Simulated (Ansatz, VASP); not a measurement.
**Mg2SO: VASP beside Ansatz**

```
O Mg S
1.0
     3.67487    0.00000    0.00000
     0.00000    3.67487    0.00000
     0.00000    0.00000    4.88397
O Mg S
1 2 1
Direct
  0.00000 0.00000 0.00000
  0.00000 0.50000 0.81132
  0.50000 0.00000 0.18868
  0.50000 0.50000 0.50000
```

Alike in both runs: task single point; functional r2SCAN; k mesh 6 × 6 × 4; no spin polarisation.

|  | VASP | Ansatz |
| --- | --- | --- |
| version | VASP 6.6.1 | Ansatz 0.2.0 |
| potentials or method | VASP PAW PBE potentials, release 64 (O, Mg, S) | plane waves, PAW |
| plane-wave cutoff (eV) | 520 | 500 |
| occupations | gaussian, width 0.01 eV | fixed |
| valence electrons in the cell | 16 | 32 |

VASP gave:

| Quantity | Value |
| --- | --- |
| gap on the k mesh at the Fermi level (eV) | 2.17 |
| pressure (GPa) | -0.5 |

**Question.** What did Ansatz give for the same quantities?

**Answer.** gap on the k mesh at the Fermi level (eV): 2.19; pressure (GPa): 0.0.

VASP's potentials were made for PBE, not for r2SCAN. VASP's potentials hold 16 valence electrons a cell and Ansatz's 32, so a difference there can come from the potentials and not from the codes.
